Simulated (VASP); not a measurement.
Crystal: Au.

```
Au
1.0
     0.00000    2.04000    2.04000
     2.04000    0.00000    2.04000
     2.04000    2.04000    0.00000
Au
1
Direct
  0.00000 0.00000 0.00000
```

| Item | Value |
| --- | --- |
| Program | VASP 6.6.1 |
| Task | relaxation of cell and atoms |
| Functional | PBE |
| Potentials or basis | VASP PAW PBE potentials, release 64 (Au) |
| Cutoff | 600 eV |
| k mesh | 34 × 34 × 34 |
| Occupations | gaussian, width 0.1 eV |
| Spin | no spin polarisation |

At the start: pressure 9.2 GPa; volume 16.98 Å³/atom.

Problem. How do energy, volume and symmetry change on relaxing?

Solution. Over 5 steps the energy falls by 25.6 meV/atom and the volume is 17.95 Å³/atom (+5.7 %); space group Fm-3m (No. 225, to 0.1 Å) before and after.

Step by step:
| step | energy change (eV) | largest force (eV/Å) | pressure (GPa) | volume (Å³) |
| --- | --- | --- | --- | --- |
| 1 | 0.0000 | 0.0000 | 9.20 | 16.98 |
| 2 | 0.0226 | 0.0000 | -9.16 | 19.49 |
| 3 | -0.0256 | 0.0000 | -0.35 | 17.97 |
| 4 | -0.0256 | 0.0000 | 0.13 | 17.93 |
| 5 | -0.0256 | 0.0000 | 0.02 | 17.95 |

Final structure:
```cif
data_structure
_symmetry_space_group_name_H-M 'P 1'
_symmetry_Int_Tables_number 1
_cell_length_a 2.9388
_cell_length_b 2.9388
_cell_length_c 2.9388
_cell_angle_alpha 60.000
_cell_angle_beta 60.000
_cell_angle_gamma 60.000
_cell_volume 17.95
loop_
_atom_site_label
_atom_site_type_symbol
_atom_site_fract_x
_atom_site_fract_y
_atom_site_fract_z
_atom_site_occupancy
Au1 Au 0.00000 0.00000 0.00000 1
```
